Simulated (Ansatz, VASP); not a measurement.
# One calculation of CdS, two programs

```
CELL_PARAMETERS angstrom
0.00000 2.86706 2.86706
2.86706 0.00000 2.86706
2.86706 2.86706 0.00000
ATOMIC_POSITIONS crystal
Cd 0.00000 0.00000 0.00000
S 0.25000 0.25000 0.25000
```

Alike in both runs: task single point; functional PBEsol; k mesh 7 × 7 × 7; no spin polarisation.

|  | VASP | Ansatz |
| --- | --- | --- |
| version | VASP 6.6.1 | Ansatz 0.2.0 |
| potentials or method | VASP PAW PBE potentials, release 64 (Cd, S), cutoff 520 eV | plane waves, PAW |
| occupations | gaussian, width 0.01 eV | fixed |
| valence electrons in the cell | 18 | 26 |

|  | VASP | Ansatz | Ansatz less VASP |
| --- | --- | --- | --- |
| gap on the k mesh at the Fermi level (eV) | 1.11 | 1.10 | -0.008 |
| pressure (GPa) | 3.7 | 3.2 | -0.48 |

VASP's potentials were made for PBE, not for PBEsol. VASP's potentials hold 18 valence electrons a cell and Ansatz's 26, so a difference there can come from the potentials and not from the codes.
